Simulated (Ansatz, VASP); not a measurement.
MgO in VASP and in Ansatz

Contents of INCAR:

```
SYSTEM = MgO
ALGO = Normal
EDIFF = 1E-6
ENCUT = 600
GGA = PE
GGA_COMPAT = .False.
ISIF = 2
ISMEAR = 0
IVDW = 12
LASPH = .True.
LCHARG = .True.
LELF = .True.
LREAL = .False.
LVHAR = .True.
LWAVE = .False.
NBANDS = 11
NELM = 120
PREC = Accurate
SIGMA = 0.02
```

The input KPOINTS:

```
k-points
0
Gamma
  10 10 10
  0 0 0
```

File POSCAR:

```
MgO
1.0
    0.0000000000      2.1651408508      2.1651408508
    2.1651408508      0.0000000000      2.1651408508
    2.1651408508      2.1651408508      0.0000000000
Mg O
1 1
Direct
    0.0000000000      0.0000000000      0.0000000000
    0.5000000000      0.5000000000      0.5000000000
```

Input for Ansatz:

```yaml
crystal:
  lattice:
    - [0.0, 2.1651408508, 2.1651408508]
    - [2.1651408508, 0.0, 2.1651408508]
    - [2.1651408508, 2.1651408508, 0.0]
  atoms:
    - { symbol: Mg, position: [0.0, 0.0, 0.0] }
    - { symbol: O, position: [0.5, 0.5, 0.5] }
basis:
  ecutwfc: 420
kpoints:
  mp_grid: { grid: [10, 10, 10] }
hamiltonian:
  xc: pbe
  dispersion: d3bj
  pseudopotentials: { kind: paw }
scf:
  occupations: { method: gaussian, width: 0.02 }
output:
  forces: true
  stress: true
  eigenvalues: true
```

Alike in both runs: task single point; functional PBE; dispersion D3(BJ); k mesh 10 × 10 × 10; occupations gaussian, width 0.02 eV; no spin polarisation.

```csv
,VASP,Ansatz
version,VASP 6.6.1,Ansatz 0.2.0
potentials or method,"VASP PAW PBE potentials, release 64 (Mg, O), cutoff 600 eV","scalar-relativistic, plane waves, PAW"
valence electrons in the cell,8,16
```

```tsv
	VASP	Ansatz	Ansatz less VASP
gap on the k mesh at the Fermi level (eV)	3.96	3.98	+0.020
least direct gap on the mesh (eV)	3.96	3.98	+0.020
pressure (GPa)	-12.5	-11.5	+1.00
```

VASP's potentials hold 8 valence electrons a cell and Ansatz's 16, so a difference there can come from the potentials and not from the codes.
